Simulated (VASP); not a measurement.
# Sr3Ag (Pm-3m) in VASP: a series of runs

Runs on Sr3Ag. Level: PBE. Tasks: single point.

Program: VASP 6.6.1. These are calculated values, not measurements. Logs are shortened: lines on timing, memory, paths and dates and some standing lists are left out, and cuts for length are marked.

### Step 1. The cell of the first run

It takes space group Pm-3m (No. 221, cubic). The conventional cell has a = 5.379 Å, b = 5.379 Å, c = 5.379 Å, α = 90.00°, β = 90.00°, γ = 90.00°. Within 5.0 Å of Ag (site symmetry m-3m) lie 12 Sr at 3.80 Å. Sr (site symmetry 4/mmm) has 4 Ag at 3.80 Å and 8 Sr at 3.80 Å within 5.0 Å.

### Step 2. Single point, PBE

INCAR reads:

```
SYSTEM = Sr3Ag
PREC = Accurate
ENCUT = 520
EDIFF = 1E-6
ISMEAR = -1
SIGMA = 0.05
LREAL = .FALSE.
LASPH = .TRUE.
NELM = 100
ALGO = Fast
ISIF = 2
LWAVE = .FALSE.
LCHARG = .FALSE.
GGA = PE
NBANDS = 28
```

KPOINTS reads:

```
Automatic mesh
0
G
  5 5 5
  0 0 0
```

POSCAR reads:

```
Sr3Ag
1.0
    5.3787848747      0.0000000000      0.0000000000
    0.0000000000      5.3787848747      0.0000000000
    0.0000000000      0.0000000000      5.3787848747
Ag Sr
1 3
Direct
    0.0000000000      0.0000000000      0.0000000000
    0.5000000000      0.5000000000      0.0000000000
    0.5000000000      0.0000000000      0.5000000000
    0.0000000000      0.5000000000      0.5000000000
```

Potentials or basis: VASP PAW PBE potentials, release 64 (Ag, Sr_sv).

Launch:

```sh
$ cat potpaw_PBE.64/Ag/POTCAR potpaw_PBE.64/Sr_sv/POTCAR > POTCAR
$ mpirun -np 1 vasp_std > vasp.out
```

OUTCAR:

```text
SYSTEM = Sr3Ag
   PREC = Accurate
   ENCUT = 520
   EDIFF = 1E-6
   ISMEAR = -1
   LREAL = .FALSE.
   LASPH = .TRUE.
   NELM = 100
   ISIF = 2
   GGA = PE

 ion  position               nearest neighbor table
   1  0.000  0.000  0.000-   2 3.80   3 3.80   4 3.80   3 3.80   4 3.80   2 3.80   4 3.80   4 3.80
                             2 3.80   3 3.80   3 3.80   2 3.80
   2  0.500  0.500  0.000-   1 3.80   3 3.80   4 3.80   3 3.80   4 3.80   1 3.80   3 3.80   3 3.80
                             1 3.80   4 3.80   4 3.80   1 3.80
   3  0.500  0.000  0.500-   1 3.80   2 3.80   4 3.80   1 3.80   2 3.80   2 3.80   4 3.80   2 3.80
                             1 3.80   4 3.80   1 3.80   4 3.80
   4  0.000  0.500  0.500-   1 3.80   2 3.80   3 3.80   1 3.80   2 3.80   1 3.80   3 3.80   1 3.80
                             2 3.80   3 3.80   2 3.80   3 3.80

  LATTYP: Found a simple cubic cell.
 ALAT       =     5.3787848747

  Lattice vectors:

 A1 = (   5.3787848747,   0.0000000000,   0.0000000000)
 A2 = (   0.0000000000,   5.3787848747,   0.0000000000)
 A3 = (   0.0000000000,   0.0000000000,   5.3787848747)

Analysis of symmetry for initial positions (statically):
=====================================================================
 Subroutine PRICEL returns:
 Original cell was already a primitive cell.

 Routine SETGRP: Setting up the symmetry group for a
 simple cubic supercell.

 Subroutine GETGRP returns: Found 48 space group operations
 (whereof 48 operations were pure point group operations)
 out of a pool of 48 trial point group operations.

The static configuration has the point symmetry O_h .

Analysis of symmetry for dynamics (positions and initial velocities):
=====================================================================
 Subroutine PRICEL returns:
 Original cell was already a primitive cell.

 Routine SETGRP: Setting up the symmetry group for a
 simple cubic supercell.

 Subroutine GETGRP returns: Found 48 space group operations
 (whereof 48 operations were pure point group operations)
 out of a pool of 48 trial point group operations.

The dynamic configuration has the point symmetry O_h .

 Subroutine INISYM returns: Found 48 space group operations
 (whereof 48 operations are pure point group operations),
 and found     1 'primitive' translations

----------------------------------------------------------------------------------------

                                     Primitive cell

  volume of cell :     155.6154

  direct lattice vectors                    reciprocal lattice vectors
     5.378784875  0.000000000  0.000000000     0.185915597  0.000000000  0.000000000
     0.000000000  5.378784875  0.000000000     0.000000000  0.185915597  0.000000000
     0.000000000  0.000000000  5.378784875     0.000000000  0.000000000  0.185915597

  length of vectors
     5.378784875  5.378784875  5.378784875     0.185915597  0.185915597  0.185915597

  position of ions in fractional coordinates (direct lattice)
     0.000000000  0.000000000  0.000000000
     0.500000000  0.500000000  0.000000000
     0.500000000  0.000000000  0.500000000
     0.000000000  0.500000000  0.500000000

  ion indices of the primitive-cell ions
   primitive index   ion index
                 1           1
                 2           2
                 3           3
                 4           4

----------------------------------------------------------------------------------------

 KPOINTS: Automatic mesh

Automatic generation of k-mesh.
 Grid dimensions read from file:
 generate k-points for:    5    5    5

 Generating k-lattice:

  Cartesian coordinates                     Fractional coordinates (reciprocal lattice)
     0.037183119  0.000000000  0.000000000     0.200000000  0.000000000  0.000000000
     0.000000000  0.037183119  0.000000000     0.000000000  0.200000000  0.000000000
     0.000000000  0.000000000  0.037183119     0.000000000  0.000000000  0.200000000

  Length of vectors
     0.037183119  0.037183119  0.037183119

  Shift w.r.t. Gamma in fractional coordinates (k-lattice)
     0.000000000  0.000000000  0.000000000

 Subroutine IBZKPT returns following result:
 ===========================================

 Found     10 irreducible k-points:

 Following reciprocal coordinates:
            Coordinates               Weight
  0.000000  0.000000  0.000000      1.000000
  0.200000  0.000000  0.000000      6.000000
  0.400000  0.000000  0.000000      6.000000
  0.200000  0.200000  0.000000     12.000000
  0.400000  0.200000  0.000000     24.000000
  0.400000  0.400000  0.000000     12.000000
  0.200000  0.200000  0.200000      8.000000
  0.400000  0.200000  0.200000     24.000000
  0.400000  0.400000  0.200000     24.000000
  0.400000  0.400000  0.400000      8.000000
   k-points           NKPTS =     10   k-points in BZ     NKDIM =     10   number of bands    NBANDS=     28
   number of dos      NEDOS =    301   number of ions     NIONS =      4
   total plane-waves  NPLWV =  64000
   dimension x,y,z NGX =    40 NGY =   40 NGZ =   40
   dimension x,y,z NGXF=    80 NGYF=   80 NGZF=   80
   ions per type =               1   3
   NGX,Y,Z   is equivalent  to a cutoff of  12.36, 12.36, 12.36 a.u.
   NGXF,Y,Z  is equivalent  to a cutoff of  24.73, 24.73, 24.73 a.u.
 SYSTEM =  Sr3Ag
   PREC   = accura    normal or accurate (medium, high low for compatibility)
   ISTART =      0    job   : 0-new  1-cont  2-samecut
   ICHARG =      2    charge: 1-file 2-atom 10-const
   ISPIN  =      1    spin polarized calculation?
   LNONCOLLINEAR =      F non collinear calculations
   LSORBIT =      F    spin-orbit coupling
   LASPH  =      T    aspherical Exc in radial PAW
   ENCUT  =  520.0 eV  38.22 Ry    6.18 a.u.  10.00 10.00 10.00*2*pi/ulx,y,z
   NELM   =    100;   NELMIN=  2; NELMDL= -5     # of ELM steps
   EDIFF  = 0.1E-05   stopping-criterion for ELM
   LREAL  =      F    real-space projection
   EDIFFG = 0.1E-04   stopping-criterion for IOM
   NSW    =      0    number of steps for IOM
   IBRION =     -1    ionic relax: 0-MD 1-quasi-New 2-CG
   NFREE  =      0    steps in history (QN), initial steepest desc. (CG)
   ISIF   =      2    stress and relaxation
   ISYM   =      2    0-nonsym 1-usesym 2-fastsym
   POTIM  = 0.5000    time-step for ionic-motion
   TEBEG  =    0.0;   TEEND  =   0.0 temperature during run
   PSTRESS=    0.0 pullay stress
   NELECT =      41.0000    total number of electrons
   NUPDOWN=      -1.0000    fix difference up-down
   EMIN   =  10.00;   EMAX   =-10.00  energy-range for DOS
   EFERMI =   0.00;   METHOD = LEGACY
   ISMEAR =    -1;   SIGMA  =   0.05  broadening in eV -4-tet -1-fermi 0-gaus
   EFERMI_NEDOS =   21; number of points for ismear=-14 and -15
   IALGO  =     68    algorithm
   IMIX   =      4    mixing-type and parameters
     AMIX     =   0.40;   BMIX     =  1.00
     AMIX_MAG =   1.60;   BMIX_MAG =  1.00
  volume/ion in A,a.u.               =      38.90       262.54
  Fermi-wavevector in a.u.,A,eV,Ry     =   1.049507  1.983280 14.986336  1.101465
  Thomas-Fermi vector in A             =   2.184472
   LORBIT       =      0    0 simple, 1 ext, 2 COOP (PROOUT), +10 PAW based schemes
   GGA     = PE    functional components
   LHFCALC =     F    Hartree Fock is set to
   AEXX    =    0.0000 exact exchange contribution
   IVDW    =     0    specifies the selected vdW correction
   LEPSILON=     F    determine dielectric tensor
   LRPA    =     F    only Hartree local field effects (RPA)
 non-spin polarized calculation
 RMM-DIIS sequential band-by-band and
  energy-cutoff  :      520.00
  volume of cell :      155.62
 maximum number of plane-waves:      4212
   NGX = 21   NGY = 21   NGZ = 21

 number of electron      40.9999987 magnetization

 Free energy of the ion-electron system (eV)
  ---------------------------------------------------
  ext. energy  EPLUGINS =         0.00000000
  ---------------------------------------------------
  free energy    TOTEN  =        -7.50926477 eV

  energy without entropy =       -7.47772702  energy(sigma->0) =       -7.49349590

 E-fermi :   2.7669     XC(G=0):  -8.3907

 val. band max:        2.6391838888   @ k =   0.2000   0.2000   0.2000
 cond. band min:       2.8152271622   @ k =   0.4000   0.2000   0.2000
 fundamental gap:      0.1760432735
 Fermi energy:         2.7669013052

 k-point     1 :       0.0000    0.0000    0.0000
  band No.  band energies     occupation
      1     -33.5424      2.00000
      2     -33.4783      2.00000
      3     -33.4783      2.00000
      4     -15.7378      2.00000
      5     -15.7378      2.00000
      6     -15.7378      2.00000
[... 20 lines left out ...]
     27       4.4218      0.00000
     28       6.7788      0.00000

 k-point     2 :       0.2000    0.0000    0.0000
  band No.  band energies     occupation
      1     -33.5370      2.00000
      2     -33.4837      2.00000
      3     -33.4783      2.00000
      4     -15.7169      2.00000
      5     -15.7169      2.00000
      6     -15.7051      2.00000
[... 20 lines left out ...]
     27       4.6998      0.00000
     28       6.5083      0.00000

 k-point     3 :       0.4000    0.0000    0.0000
  band No.  band energies     occupation
      1     -33.5245      2.00000
      2     -33.4961      2.00000
      3     -33.4782      2.00000
      4     -15.6736      2.00000
      5     -15.6736      2.00000
      6     -15.6154      2.00000
[... 20 lines left out ...]
     27       5.1499      0.00000
     28       5.4561      0.00000

 k-point     4 :       0.2000    0.2000    0.0000
  band No.  band energies     occupation
      1     -33.5320      2.00000
      2     -33.4856      2.00000
      3     -33.4812      2.00000
      4     -15.7315      2.00000
      5     -15.6952      2.00000
      6     -15.6490      2.00000
[... 144 lines left out ...]
     27       4.7651      0.00000
     28       5.9396      0.00000

 k-point     9 :       0.4000    0.4000    0.2000
  band No.  band energies     occupation
      1     -33.5081      2.00000
      2     -33.4974      2.00000
      3     -33.4928      2.00000
      4     -15.7876      2.00000
      5     -15.6815      2.00000
      6     -15.6218      2.00000
[... 20 lines left out ...]
     27       5.0052      0.00000
     28       5.9522      0.00000

 k-point    10 :       0.4000    0.4000    0.4000
  band No.  band energies     occupation
      1     -33.5034      2.00000
      2     -33.4973      2.00000
      3     -33.4973      2.00000
      4     -15.8558      2.00000
      5     -15.6830      2.00000
      6     -15.6795      2.00000
[... 20 lines left out ...]
     27       5.1847      0.00000
     28       5.5143      0.00000

------------------------ aborting loop because EDIFF is reached ----------------------------------------

  FORCE on cell =-STRESS in cart. coord.  units (eV):
  Direction    XX          YY          ZZ          XY          YZ          ZX
  --------------------------------------------------------------------------------------
  -------------------------------------------------------------------------------------
  Total        1.0800282      1.0800282      1.0800282      0.0000000      0.0000000      0.0000000
  in kB       11.1197024     11.1197024     11.1197024      0.0000000      0.0000000      0.0000000
  external PRESSURE =      11.1197024 kB  Pullay stress =       0.0000000 kB

 VOLUME and BASIS-vectors are now :
 -----------------------------------------------------------------------------
  energy-cutoff  :      520.00
  volume of cell :      155.62
      direct lattice vectors                 reciprocal lattice vectors
     5.378784875  0.000000000  0.000000000     0.185915597  0.000000000  0.000000000
     0.000000000  5.378784875  0.000000000     0.000000000  0.185915597  0.000000000
     0.000000000  0.000000000  5.378784875     0.000000000  0.000000000  0.185915597

 POSITION                                       TOTAL-FORCE (eV/Angst)
 -----------------------------------------------------------------------------------
      0.00000      0.00000      0.00000         0.000000      0.000000      0.000000
      2.68939      2.68939      0.00000         0.000000      0.000000      0.000000
      2.68939      0.00000      2.68939         0.000000      0.000000      0.000000
      0.00000      2.68939      2.68939         0.000000      0.000000      0.000000
 -----------------------------------------------------------------------------------
    total drift:                                0.000000     -0.000000     -0.000000

  FREE ENERGIE OF THE ION-ELECTRON SYSTEM (eV)
  ---------------------------------------------------
  free  energy   TOTEN  =        -7.5092647707 eV

  energy  without entropy=       -7.4777270198  energy(sigma->0) =       -7.49349590
```

It took 34 s on 1 thread of AMD EPYC 9R45 (Zen 5), shared host; peak memory 0.22 GiB.

What came out:

- Free energy: -7.5093 eV
- Pressure: 1.1 GPa
- Band gap on the k mesh: zero (an odd number of electrons rules out a gap without spin polarisation)

Levels at points of the mesh, in eV from the Fermi level:
```tsv
k point	band 17	band 18	band 19	band 20	band 21	band 22	band 23	band 24
(0.00, 0.00, 0.00)	-4.15	-4.15	-1.51	0.43	0.43	0.84	0.84	0.84
```

(Part 1 of 2 ends here.)

The gap in the log of VASP goes by the Fermi energy; the results here count the filled bands.